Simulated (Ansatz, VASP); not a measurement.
**One calculation of ScTeAs3, two programs**

```
CELL_PARAMETERS angstrom
5.21352 0.00000 0.00000
0.00000 5.21352 0.00000
0.00000 0.00000 5.21352
ATOMIC_POSITIONS crystal
Sc 0.50000 0.50000 0.50000
Te 0.00000 0.00000 0.00000
As 0.50000 0.00000 0.00000
As 0.00000 0.50000 0.00000
As 0.00000 0.00000 0.50000
```

Alike in both runs: functional PBE; k mesh 8 × 8 × 8; occupations gaussian, width 0.1 eV; no spin polarisation.

Ansatz relaxed the structure, and its values are those at the end. VASP's run is a single point on that final structure, the one shown.

```csv
,VASP,Ansatz
version,VASP 6.6.1,Ansatz 0.2.0
potentials or method,"VASP PAW PBE potentials, release 64 (Sc_sv, Te, As), cutoff 520 eV","scalar-relativistic, plane waves, PAW"
valence electrons in the cell,32,72
```

```tsv
	VASP	Ansatz	Ansatz less VASP
gap on the k mesh at the Fermi level (eV)	none	none	-
pressure (GPa)	0.1	0.0	-0.12
```

A gap of «none» marks a metal or a gap that the smearing closes. VASP's potentials hold 32 valence electrons a cell and Ansatz's 72, so a difference there can come from the potentials and not from the codes.

Neither program's run includes spin-orbit coupling.
